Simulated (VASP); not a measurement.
# P2Se2O (P-6m2) in VASP: single point with PBE+D3(BJ)

Aim: the single point of P2Se2O with PBE+D3(BJ).

All numbers are computed with VASP 6.6.1; they aren't measurements. Logs are shortened: lines on timing, memory, paths and dates and some standing lists are left out, and cuts for length are marked.

## 1. The cell of the first run

The structure is hexagonal, space group P-6m2 (No. 187). The conventional cell has a = 4.849 Å, b = 4.849 Å, c = 4.209 Å, α = 90.00°, β = 90.00°, γ = 120.00°. Within 2.7 Å of P (site symmetry 3m) lie 2 P at 2.05 to 2.16 Å. Se (site symmetry -6m2) has 2 O at 2.10 Å and 3 Se at 2.80 Å within 2.8 Å. Within 3.7 Å of Se (site symmetry -6m2) lie 3 Se at 2.80 Å and 6 P at 3.00 Å and 6 O at 3.50 Å. O (site symmetry -6m2) has 2 Se at 2.10 Å within 2.8 Å.

## 2. Single point, PBE+D3(BJ)

The input, INCAR:

```
SYSTEM = P2Se2O
ALGO = Normal ; EDIFF = 1E-7
ENCUT = 520 ; GGA = PE
ISIF = 2 ; ISMEAR = 0
IVDW = 12 ; LASPH = .True.
LCHARG = .False. ; LREAL = .False.
LWAVE = .False. ; NBANDS = 22
NELM = 80 ; PREC = Accurate
SIGMA = 0.1
```

The input, KPOINTS:

```
k-points
0
Gamma
  12 12 10
  0 0 0
```

The input, POSCAR:

```
P2Se2O
1.0
    4.8485300574      0.0000000000      0.0000000000
   -2.4242650287      4.1989502008      0.0000000000
    0.0000000000      0.0000000000      4.2091327158
P Se O
2 2 1
Direct
    0.6666666667      0.3333333333      0.7564815750
    0.6666666667      0.3333333333      0.2435184250
    0.0000000000      0.0000000000      0.5000000000
    0.3333333333      0.6666666667      0.5000000000
    0.0000000000      0.0000000000      0.0000000000
```

Potentials or basis: VASP PAW PBE potentials, release 64 (P, Se, O).

On the command line:

```
$ cat potpaw_PBE.64/P/POTCAR potpaw_PBE.64/Se/POTCAR potpaw_PBE.64/O/POTCAR > POTCAR
$ mpirun -np 1 vasp_std > vasp.out
```

OUTCAR:

```text
SYSTEM = P2Se2O
   EDIFF = 1E-7
   ENCUT = 520
   GGA = PE
   ISIF = 2
   ISMEAR = 0
   IVDW = 12
   LASPH = .True.
   LREAL = .False.
   NELM = 80
   PREC = Accurate
 IVDW          = 12

 ion  position               nearest neighbor table
   1  0.667  0.333  0.756-   2 2.05   2 2.16
   2  0.667  0.333  0.244-   1 2.05   1 2.16
   3  0.000  0.000  0.500-   5 2.10   5 2.10
   4  0.333  0.667  0.500-
   5  0.000  0.000  0.000-   3 2.10   3 2.10

  LATTYP: Found a hexagonal cell.
 ALAT       =     4.8485300574
 C/A-ratio  =     0.8681255279

  Lattice vectors:

 A1 = (   4.8485300574,   0.0000000000,   0.0000000000)
 A2 = (  -2.4242650287,   4.1989502008,   0.0000000000)
 A3 = (   0.0000000000,   0.0000000000,   4.2091327158)

Analysis of symmetry for initial positions (statically):
=====================================================================
 Subroutine PRICEL returns:
 Original cell was already a primitive cell.

 Routine SETGRP: Setting up the symmetry group for a
 hexagonal supercell.

 Subroutine GETGRP returns: Found 12 space group operations
 (whereof 12 operations were pure point group operations)
 out of a pool of 24 trial point group operations.

The static configuration has the point symmetry D_3h.

Analysis of symmetry for dynamics (positions and initial velocities):
=====================================================================
 Subroutine PRICEL returns:
 Original cell was already a primitive cell.

 Routine SETGRP: Setting up the symmetry group for a
 hexagonal supercell.

 Subroutine GETGRP returns: Found 12 space group operations
 (whereof 12 operations were pure point group operations)
 out of a pool of 24 trial point group operations.

The dynamic configuration has the point symmetry D_3h.

 Subroutine INISYM returns: Found 12 space group operations
 (whereof 12 operations are pure point group operations),
 and found     1 'primitive' translations

----------------------------------------------------------------------------------------

                                     Primitive cell

  volume of cell :      85.6926

  direct lattice vectors                    reciprocal lattice vectors
     4.848530057  0.000000000  0.000000000     0.206248077  0.119077383  0.000000000
    -2.424265029  4.198950201  0.000000000     0.000000000  0.238154765  0.000000000
     0.000000000  0.000000000  4.209132716     0.000000000  0.000000000  0.237578634

  length of vectors
     4.848530057  4.848530057  4.209132716     0.238154765  0.238154765  0.237578634

  position of ions in fractional coordinates (direct lattice)
[... 85 lines left out ...]
   EDIFF  = 0.1E-06   stopping-criterion for ELM
   LREAL  =      F    real-space projection
   EDIFFG = 0.1E-05   stopping-criterion for IOM
   NSW    =      0    number of steps for IOM
   IBRION =     -1    ionic relax: 0-MD 1-quasi-New 2-CG
   NFREE  =      0    steps in history (QN), initial steepest desc. (CG)
   ISIF   =      2    stress and relaxation
   ISYM   =      2    0-nonsym 1-usesym 2-fastsym
   POTIM  = 0.5000    time-step for ionic-motion
   TEBEG  =    0.0;   TEEND  =   0.0 temperature during run
   PSTRESS=    0.0 pullay stress
   NELECT =      28.0000    total number of electrons
   NUPDOWN=      -1.0000    fix difference up-down
   EMIN   =  10.00;   EMAX   =-10.00  energy-range for DOS
[... 5 lines left out ...]
     AMIX     =   0.40;   BMIX     =  1.00
     AMIX_MAG =   1.60;   BMIX_MAG =  1.00
  volume/ion in A,a.u.               =      17.14       115.66
  Fermi-wavevector in a.u.,A,eV,Ry     =   1.127577  2.130812 17.298866  1.271431
  Thomas-Fermi vector in A             =   2.264264
   LORBIT       =      0    0 simple, 1 ext, 2 COOP (PROOUT), +10 PAW based schemes
   GGA     = PE    functional components
   LHFCALC =     F    Hartree Fock is set to
   AEXX    =    0.0000 exact exchange contribution
   IVDW    =    12    specifies the selected vdW correction
   LEPSILON=     F    determine dielectric tensor
   LRPA    =     F    only Hartree local field effects (RPA)
 non-spin polarized calculation
 Gauss-broadening in eV      SIGMA  =   0.10
  energy-cutoff  :      520.00
  volume of cell :       85.69
 maximum number of plane-waves:      2335
 NGX is ok and might be reduce to    36
   NGX = 17   NGY = 17   NGZ = 15

 number of electron      28.0000003 magnetization

 Free energy of the ion-electron system (eV)
  ---------------------------------------------------
  ext. energy  EPLUGINS =         0.00000000
  ---------------------------------------------------
  free energy    TOTEN  =       -19.23504533 eV

  energy without entropy =      -19.22370685  energy(sigma->0) =      -19.22937609

 E-fermi :   5.4347     XC(G=0): -10.3489

 val. band max:        5.4285598503   @ k =   0.3333   0.3333   0.0000
 cond. band min:       5.4524326575   @ k =   0.3333   0.2500   0.1000
 fundamental gap:      0.0238728072
 Fermi energy:         5.4347250863

 k-point     1 :       0.0000    0.0000    0.0000
  band No.  band energies     occupation
      1     -12.8330      2.00000
      2      -9.3689      2.00000
      3      -6.6276      2.00000
      4      -5.3949      2.00000
      5      -2.0282      2.00000
      6      -0.9652      2.00000
[... 589 lines left out ...]
     21      12.3221      0.00000
     22      13.4753      0.00000

 [... further k-points ...]

------------------------ aborting loop because EDIFF is reached ----------------------------------------

 Edisp (eV)   -1.65699

 E8    (eV) :    -0.6327

  FORCE on cell =-STRESS in cart. coord.  units (eV):
  Direction    XX          YY          ZZ          XY          YZ          ZX
  --------------------------------------------------------------------------------------
  -------------------------------------------------------------------------------------
  Total      -0.03123    -0.03123    -0.10931     0.00000     0.00000     0.00000
  in kB      -0.58395    -0.58395    -2.04367     0.00000     0.00000     0.00000
  external pressure =       -1.07 kB  Pullay stress =        0.00 kB

 VOLUME and BASIS-vectors are now :
 -----------------------------------------------------------------------------
  energy-cutoff  :      520.00
  volume of cell :       85.69
      direct lattice vectors                 reciprocal lattice vectors
     4.848530057  0.000000000  0.000000000     0.206248077  0.119077383  0.000000000
    -2.424265029  4.198950201  0.000000000     0.000000000  0.238154765  0.000000000
     0.000000000  0.000000000  4.209132716     0.000000000  0.000000000  0.237578634

 POSITION                                       TOTAL-FORCE (eV/Angst)
 -----------------------------------------------------------------------------------
      2.42427      1.39965      3.18413        -0.000000     -0.000000      0.021240
      2.42427      1.39965      1.02500        -0.000000      0.000000     -0.021240
      0.00000      0.00000      2.10457         0.000000      0.000000      0.000000
     -0.00000      2.79930      2.10457         0.000000     -0.000000      0.000000
      0.00000      0.00000      0.00000         0.000000      0.000000      0.000000
 -----------------------------------------------------------------------------------
    total drift:                               -0.000000      0.000000     -0.000000

  FREE ENERGIE OF THE ION-ELECTRON SYSTEM (eV)
  ---------------------------------------------------
  free  energy   TOTEN  =       -20.8920393345 eV

  energy  without entropy=      -20.8807008534  energy(sigma->0) =      -20.88637009
```

It took 65 s on 1 thread of Intel Xeon 6975P-C (Granite Rapids), shared host; peak memory 0.34 GiB.

What came out:

```yaml
Free_energy: -20.8920 eV
Pressure: -0.1 GPa
Largest_force: 0.021 eV/Å
Band_gap_on_the_k_mesh: zero (band 14 reaches 6.32 eV, above the bottom of band 15 at 4.62 eV)
Dispersion_energy_per_atom: -0.331 eV
```

Forces in eV/Å, atoms in the order of the input:
```
P    0.000  0.000  0.021
P    0.000  0.000 -0.021
Se   0.000  0.000  0.000
Se   0.000  0.000  0.000
O    0.000  0.000  0.000
```

Levels at points of the mesh, in eV from the Fermi level:
```
           k point  band 12  band 13  band 14  band 15  band 16  band 17
(0.00, 0.00, 0.00)    -0.93    -0.93    -0.41     2.13     2.13     2.14
(0.50, 0.00, 0.00)    -1.71    -0.83    -0.55     0.68     0.99     1.75
(0.00, 0.00, 0.50)    -2.67    -1.57    -0.82    -0.82     0.64     3.33
(0.50, 0.00, 0.50)    -0.89    -0.58    -0.06     0.57     0.91     1.20
```

Caveat: pairwise dispersion overbinds metals, which lowers pressure and volume.
